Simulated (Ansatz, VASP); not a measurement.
## TlBr in VASP and in Ansatz

File INCAR:

```
SYSTEM = TlBr
PREC = Accurate
ENCUT = 520
EDIFF = 1E-6
ISMEAR = 0
SIGMA = 0.01
LREAL = .FALSE.
LASPH = .TRUE.
NELM = 150
ALGO = Normal
ISIF = 2
LWAVE = .FALSE.
LCHARG = .FALSE.
MAGMOM = 0 0 0 0 0 0 0 0 0 0 0 0
LORBIT = 11
LSORBIT = .TRUE.
GGA_COMPAT = .FALSE.
LORBMOM = .TRUE.
GGA = PE
NBANDS = 54
```

KPOINTS

```
regular mesh
0
G
  1 1 1
  0 0 0
```

File POSCAR:

```
TlBr
1.0
   13.1300000000      0.0000000000      0.0000000000
    0.0000000000      9.0000000000      0.0000000000
    0.0000000000      0.0000000000     13.2200000000
Tl Br
2 2
Direct
    0.4998377800      0.5000000000      0.6597322200
    0.4998377800      0.5000000000      0.3403933400
    0.6569489700      0.5000000000      0.5000627800
    0.3427265800      0.5000000000      0.5000627800
```

Input for Ansatz:

```yaml
crystal:
  lattice:
    - [13.13, 0.0, 0.0]
    - [0.0, 9.0, 0.0]
    - [0.0, 0.0, 13.22]
  atoms:
    - { symbol: Tl, position: [0.49983778, 0.5, 0.65973222] }
    - { symbol: Tl, position: [0.49983778, 0.5, 0.34039334] }
    - { symbol: Br, position: [0.65694897, 0.5, 0.50006278] }
    - { symbol: Br, position: [0.34272658, 0.5, 0.50006278] }
basis:
  ecutwfc: 420
  ecutrho_ratio: 4
kpoints:
  mp_grid: { grid: [1, 1, 1] }
hamiltonian:
  xc: pbe
scf:
  occupations: { method: gaussian, width: 0.01 }
output:
  forces: true
  eigenvalues: true
  populations: true
  write_density: true
  write_potential: true
  elf: true
  volumetric_format: npy
magnetization:
  noncollinear: true
  spin_orbit: true
```

Alike in both runs: task single point; functional PBE; k mesh 1 × 1 × 1; occupations gaussian, width 0.01 eV; non-collinear spin, spin-orbit coupling.

|  | VASP | Ansatz |
| --- | --- | --- |
| version | VASP 6.6.1 | Ansatz 0.2.0 |
| potentials or method | VASP PAW PBE potentials, release 64 (Tl_d, Br), cutoff 520 eV | plane waves, PAW |
| valence electrons in the cell | 40 | 40 |

Ansatz gave:

| Quantity | Value |
| --- | --- |
| rms of the force components (eV/Å) | 0.088 |

Q: Estimate VASP's values.

A: rms of the force components (eV/Å): 0.076.

Atom by atom the forces differ by 0.013 eV/Å (rms over components). With one functional, cell and mesh, what is left measures potentials, basis and numerics. Ansatz's warnings: xc potential rough in thin density.
